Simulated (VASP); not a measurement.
Ta4S, 5 atoms in the cell. The cell holds a slab with vacuum, 5 atoms: a = 3.253 Å, b = 3.253 Å, c = 20.213 Å, α = 90.00°, β = 90.00°, γ = 90.00°. 

- Program: VASP 6.6.1
- Task: relaxation of the atoms
- Functional: LDA
- Potentials or basis: VASP PAW LDA potentials, release 64 (Ta_pv, S)
- Cutoff: 520 eV
- k mesh: 8 × 8 × 1
- Occupations: gaussian, width 0.1 eV
- Spin: no spin polarisation
- Dipole correction: yes
- Atoms held fixed (from 0): [0, 1, 2, 4]
- Further INCAR settings: ALGO = Normal; EDIFF = 1e-06; IBRION = 2; EDIFFG = -0.025; NSW = 50

Potentials or basis: VASP PAW LDA potentials, release 64 (Ta_pv, S).

Command:

```bash
$ cat potpaw_LDA.64/Ta_pv/POTCAR potpaw_LDA.64/S/POTCAR > POTCAR
$ mpirun -np 1 vasp_std > vasp.out
```

Hardware: 1 thread of AMD EPYC 9R45 96-Core Processor (Zen 5), with other jobs on the host.

**Question.** How long does it take, and how much memory?

**Answer.** Run time: 8.2 min on 1 thread of AMD EPYC 9R45 96-Core Processor (Zen 5), on a shared host, peak memory 0.27 GiB. Counts: scf iterations 123, k points 21, ion steps 9.
